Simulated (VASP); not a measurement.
Set up this calculation in VASP 6.6.1, as the native input.

| Item | Value |
| --- | --- |
| Task | relaxation of cell and atoms |
| Functional | r2SCAN |
| Potentials or basis | VASP PAW PBE potentials, release 64 (B, In_d, As) |
| Cutoff | 600 eV |
| k mesh | 6 × 6 × 2 |
| Occupations | fermi-dirac, width 0.02 eV |
| Spin | no spin polarisation |
| Dipole correction | no |
| Further INCAR settings | ALGO = Normal; EDIFF = 1e-07; IBRION = 2; EDIFFG = -0.005; NSW = 80; ISIF = 3 |

In2BAs3:

```
CELL_PARAMETERS angstrom
4.06563 0.00000 0.00000
-2.03281 3.52094 0.00000
0.00000 0.00000 10.16416
ATOMIC_POSITIONS crystal
B 0.00000 0.00000 0.00876
In 0.66667 0.33333 0.68574
In 0.33333 0.66667 0.31924
As 0.66667 0.33333 0.94783
As 0.33333 0.66667 0.57742
As 0.00000 0.00000 0.21101
```

These files were run (other wordings do the same):

POSCAR

```
In2BAs3
1.0
    4.0656256580      0.0000000000      0.0000000000
   -2.0328128290      3.5209351021      0.0000000000
    0.0000000000      0.0000000000     10.1641597410
B In As
1 2 3
Direct
    0.0000000000      0.0000000000      0.0087579603
    0.6666666667      0.3333333333      0.6857449696
    0.3333333333      0.6666666667      0.3192392473
    0.6666666667      0.3333333333      0.9478267107
    0.3333333333      0.6666666667      0.5774230061
    0.0000000000      0.0000000000      0.2110081060
```

INCAR.step1

```
ALGO = Normal
EDIFF = 1E-4
ENCUT = 600
GGA = PE
ISMEAR = -1
LASPH = T
LCHARG = F
LREAL = F
LWAVE = T
NELM = 100
PREC = Accurate
SIGMA = 0.02
```

INCAR.step2

```
ALGO = Normal
EDIFF = 1E-7
EDIFFG = -0.005
ENCUT = 600
IBRION = 2
ISIF = 3
ISMEAR = -1
ISTART = 1
LASPH = T
LCHARG = F
LMIXTAU = T
LREAL = F
LWAVE = F
METAGGA = R2SCAN
NELM = 100
NSW = 80
PREC = Accurate
SIGMA = 0.02
```

KPOINTS

```
k-points
0
Gamma
  6 6 2
```

Potentials or basis: VASP PAW PBE potentials, release 64 (B, In_d, As).

The run is started by

```bash
$ cat potpaw_PBE.64/B/POTCAR potpaw_PBE.64/In_d/POTCAR potpaw_PBE.64/As/POTCAR > POTCAR
$ cp INCAR.step1 INCAR
$ mpirun -np 1 vasp_std > vasp.out
$ cp INCAR.step2 INCAR
$ mpirun -np 1 vasp_std > vasp.out
```

Results of the run:

- Relaxed volume: 23.59 Å³/atom
- Relaxed cell: a = 4.032 Å, b = 4.032 Å, c = 10.052 Å, α = 90.00°, β = 90.00°, γ = 120.00°
- Space group after relaxing (to 0.1 Å): P3m1 (No. 156)
- Energy gained by relaxing: 4.4 meV/atom
- Ionic steps: 9
- Pressure after relaxing: 0.0 GPa
- Band gap on the k mesh: zero (bands 22 and 23 overlap by 0.28 eV)

Caveat: semilocal functionals underestimate gaps, and a narrow one can read as zero; the PAW data sets were made with another functional, which shifts forces and pressure a little; spin-orbit coupling is left out, which moves the levels of the heavy elements.

Wall time 12 min on 1 thread of Intel(R) Xeon(R) 6975P-C (Granite Rapids) (shared host), peak memory 0.36 GiB.
